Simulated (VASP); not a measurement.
Set up this calculation in VASP 6.6.1, as the native input.

* Task: relaxation of cell and atoms
* Functional: PBE
* Potentials or basis: VASP PAW PBE potentials, release 64 (Hf_pv, N)
* Cutoff: 600 eV
* k mesh: 14 × 14 × 14
* Occupations: fermi-dirac, width 0.08 eV
* Spin: no spin polarisation
* Target pressure: 55 GPa
* Dipole correction: no
* Further INCAR settings: ALGO = Normal; EDIFF = 1e-07; IBRION = 2; EDIFFG = -0.005; NSW = 60; ISIF = 3

The structure of HfN (CsCl type) lies in POSCAR:

```
HfN
1.0
    2.6762913528      0.0000000000      0.0000000000
    0.0000000000      2.6762913528      0.0000000000
    0.0000000000      0.0000000000      2.6762913528
Hf N
1 1
Direct
    0.0000000000      0.0000000000      0.0000000000
    0.5000000000      0.5000000000      0.5000000000
```

These files were run (other wordings do the same):

INCAR

```
SYSTEM = HfN
PREC = Accurate
ENCUT = 600
EDIFF = 1E-7
ISMEAR = -1
SIGMA = 0.08
LREAL = .FALSE.
LASPH = .TRUE.
NELM = 60
ALGO = Normal
ISIF = 3
LWAVE = .FALSE.
LCHARG = .FALSE.
GGA = PE
IBRION = 2
NSW = 60
EDIFFG = -0.005
PSTRESS = 550.0
```

KPOINTS

```
regular mesh
0
G
  14 14 14
  0 0 0
```

Potentials or basis: VASP PAW PBE potentials, release 64 (Hf_pv, N).

Run with:

```console
$ cat potpaw_PBE.64/Hf_pv/POTCAR potpaw_PBE.64/N/POTCAR > POTCAR
$ mpirun -np 1 vasp_std > vasp.out
```

It gave:

```yaml
Relaxed_volume: 9.47 Å³/atom
Relaxed_cell: a = 2.666 Å, b = 2.666 Å, c = 2.666 Å, α = 90.00°, β = 90.00°, γ = 90.00°
Space_group_after_relaxing_to_0.05_Å: Pm-3m (No. 221)
Energy_change_on_relaxing_the_enthalpy_is_what_falls: +37.4 meV/atom
Ionic_steps: 3
Pressure_after_relaxing: 54.9 GPa
```

Caveat: the cell is relaxed towards a set pressure, so the enthalpy falls and the energy may rise.

It took 24 s on 1 thread of Intel(R) Xeon(R) 6975P-C (Granite Rapids), on a shared host, peak memory 0.17 GiB.
